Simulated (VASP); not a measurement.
TaN: single point with r2SCAN

Crystal: TaN.

```
CELL_PARAMETERS angstrom
3.02614 0.00000 0.00000
-1.51307 2.46805 0.00000
0.00000 0.00000 2.88300
ATOMIC_POSITIONS crystal
Ta 0.33333 0.66667 0.50000
N 0.00000 0.00000 0.00000
```

This cell differs from its parent crystal: strain +0.0300 x Voigt [1, -1, 0, 0, 0, 0].

```yaml
Program: VASP 6.6.1
Task: single point
Functional: r2SCAN
Potentials_or_basis: VASP PAW PBE potentials, release 64 (Ta_pv, N)
Cutoff: 520 eV
k_mesh: 18 × 18 × 16
Occupations: gaussian, width 0.15 eV
Spin: no spin polarisation
```

| Item | Value |
| --- | --- |
| Pressure | 2.4 GPa |
| Largest force | 0.118 eV/Å |
| Band gap on the k mesh | zero (bands 8 and 9 overlap by 0.22 eV) |

Forces on the atoms (eV/Å):
```
Ta   0.000  0.118  0.000
N    0.000 -0.118  0.000
```

Stress tensor (GPa, compression positive):
```
-11.82   0.00   0.00
  0.00  16.52   0.00
  0.00   0.00   2.45
```

Levels at points of the mesh, in eV from the Fermi level:
```csv
k point,band 6,band 7,band 8,band 9,band 10,band 11
"(0.00, 0.00, 0.00)",-4.59,-4.09,-3.09,2.56,3.44,4.21
"(0.50, 0.00, 0.00)",-5.38,-3.59,-3.17,3.49,4.16,5.57
"(0.00, 0.50, 0.00)",-5.39,-3.62,-3.41,2.97,4.11,5.52
"(0.00, 0.00, 0.50)",-3.98,-3.78,-0.64,0.68,2.46,3.39
"(0.50, 0.00, 0.50)",-6.37,-5.62,-0.63,4.59,5.25,6.28
"(0.00, 0.50, 0.50)",-6.42,-6.28,-0.03,4.43,5.80,6.34
```

Run time: 10 min on 1 thread of AMD EPYC 9R45 96-Core Processor (Zen 5), on a shared host, peak memory 0.34 GiB.

Caveat: the cell differs from its parent crystal (strain +0.0300 x Voigt [1, -1, 0, 0, 0, 0]); the stress differs along the axes, from -12 to 17 GPa; the PAW data sets were made with another functional, which shifts forces and pressure a little; spin-orbit coupling is left out, which moves the levels of the heavy elements.
